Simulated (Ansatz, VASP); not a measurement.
**One calculation of Se, two programs**

INCAR

```
SYSTEM = Se
ALGO     = Normal         ! electronic algorithm
EDIFF    = 1E-6           ! SCF threshold, eV
ENCUT    = 520            ! plane-wave cutoff, eV
GGA      = PS             ! functional
ISIF     = 2              ! what is computed and relaxed
ISMEAR   = -1             ! smearing method
LASPH    = .True.         ! aspherical terms in the spheres
LCHARG   = .False.        ! write CHGCAR
LREAL    = .False.        ! projectors in reciprocal space
LWAVE    = .False.        ! write WAVECAR
NBANDS   = 16             ! bands
NELM     = 80             ! most SCF steps
PREC     = Accurate       ! precision mode
SIGMA    = 0.03           ! smearing width, eV
```

Contents of KPOINTS:

```
k-points
0
Gamma
  6 6 5
  0 0 0
```

The input POSCAR:

```
Se
1.0
    4.3661999489      0.0218309997      0.0218309997
   -2.1641937741      3.7703245739      0.0079907005
    0.0247680000      0.0247680000      4.9536000000
Se
3
Direct
    0.2254000000      0.0000000000      0.3333333333
    0.0000000000      0.2254000000      0.6666666667
    0.7746000000      0.7746000000      0.0000000000
```

Input for Ansatz:

```yaml
crystal:
  lattice:
    - [4.3661999489, 0.0218309997, 0.0218309997]
    - [-2.1641937741, 3.7703245739, 0.0079907005]
    - [0.024768, 0.024768, 4.9536]
  atoms:
    - { symbol: Se, position: [0.2254, 0.0, 0.3333333333] }
    - { symbol: Se, position: [0.0, 0.2254, 0.6666666667] }
    - { symbol: Se, position: [0.7746, 0.7746, 0.0] }
kpoints:
  mp_grid: { grid: [6, 6, 5] }
  band_path:
    path:
      - [0.0, 0.0, 0.0]
      - [0.0, -0.5, 0.0]
      - [0.0, 0.0, 0.5]
      - [0.0, 0.0, 0.0]
      - [-0.5, 0.0, 0.0]
      - [-0.5, 0.5, -0.5]
      - [0.0, 0.0, 0.0]
      - [-0.5, 0.0, -0.5]
      - [-0.5, 0.5, 0.0]
    npoints: 5
scf:
  occupations: { method: fermi_dirac, width: 0.03 }
hamiltonian:
  xc: pbesol
  pseudopotentials: { kind: all_electron, lapw: { basis_error: 0.001 } }
output:
  forces: true
  stress: true
  eigenvalues: true
```

Change from the starting cell: equal xy, yz and zx shear strains of +1 %.

Alike in both runs: task single point; functional PBEsol; k mesh 6 × 6 × 5; occupations fermi-dirac, width 0.03 eV; no spin polarisation.

|  | VASP | Ansatz |
| --- | --- | --- |
| version | VASP 6.6.1 | Ansatz 0.2.0 |
| potentials or method | VASP PAW PBE potentials, release 64 (Se), cutoff 520 eV | all-electron LAPW, scalar-relativistic |

VASP gave:

```
gap on the k mesh at the Fermi level (eV)                     : 1.18
pressure (GPa)                                                : 0.4
traceless stress, the component that is largest in VASP (GPa) : 1.04
rms of the force components (eV/Å)                            : 0.217
```

Question: Estimate Ansatz's values.

Answer: gap on the k mesh at the Fermi level (eV): 1.18; pressure (GPa): 0.2; traceless stress, the component that is largest in VASP (GPa): 0.96; rms of the force components (eV/Å): 0.190.

VASP's potentials were made for PBE, not for PBEsol. Atom by atom the forces differ by 0.029 eV/Å (rms over components). Ansatz ran all-electron here, and VASP with PAW potentials.
